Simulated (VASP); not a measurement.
A run of VASP 6.6.1:

Contents of INCAR:

```
SYSTEM = Te2Mo
PREC = Accurate ; ENCUT = 520
EDIFF = 1E-7 ; ISMEAR = 0
SIGMA = 0.02 ; LREAL = .False.
LASPH = .True. ; NELM = 60
ALGO = Normal ; ISIF = 2
LWAVE = .False. ; LCHARG = .True.
LELF = .True. ; LVHAR = .True.
NBANDS = 20
```

File KPOINTS:

```
Automatic mesh
0
Gamma
  12 12 6
  0 0 0
```

File POSCAR:

```
Te2Mo
1.0
    3.1807123625      0.0000000000      0.0000000000
   -1.5903561813      2.7545777081      0.0000000000
    0.0000000000      0.0000000000      6.9160461488
Te Mo
2 1
Direct
    0.3333333333      0.6666666667      0.7318722550
    0.3333333333      0.6666666667      0.2681277450
    0.0000000000      0.0000000000      0.0000000000
```

Potentials or basis: VASP PAW LDA potentials, release 64 (Te, Mo_sv).

Launch:

```bash
$ cat potpaw_LDA.64/Te/POTCAR potpaw_LDA.64/Mo_sv/POTCAR > POTCAR
$ mpirun -np 1 vasp_std > vasp.out
```

Hardware: 1 thread of Intel Xeon 6975P-C (shared host).

Problem. Estimate the wall time of this run.

Solution. Run time: 61 s on 1 thread of Intel Xeon 6975P-C, with other jobs on the host, peak memory 0.22 GiB. Counts: scf iterations 15, k points 76.
